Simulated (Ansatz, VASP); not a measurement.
# Two plane-wave programs on W

```
CELL_PARAMETERS angstrom
0.00000 1.96901 1.93903
1.96901 0.00000 1.93903
1.96901 1.96901 0.00000
ATOMIC_POSITIONS crystal
W 0.00000 0.00000 0.00000
```

Change from the starting cell: strain -0.015 along x and y, -0.030 along z, atoms carried along.

Alike in both runs: task single point; functional PBEsol; k mesh 26 × 26 × 26; occupations gaussian, width 0.15 eV; no spin polarisation.

```csv
,VASP,Ansatz
version,VASP 6.6.1,Ansatz 0.2.0
potentials or method,"VASP PAW PBE potentials, release 64 (W_sv), cutoff 520 eV","scalar-relativistic, plane waves, PAW"
valence electrons in the cell,14,14
```

```tsv
	VASP	Ansatz	Ansatz less VASP
gap on the k mesh at the Fermi level (eV)	none	none	-
pressure (GPa)	21.5	20.5	-1.05
traceless stress, the component that is largest in VASP (GPa)	-3.47	-3.41	+0.065
```

VASP's potentials were made for PBE, not for PBEsol. A gap of «none» marks a metal or a gap that the smearing closes.

Neither program's run includes spin-orbit coupling.
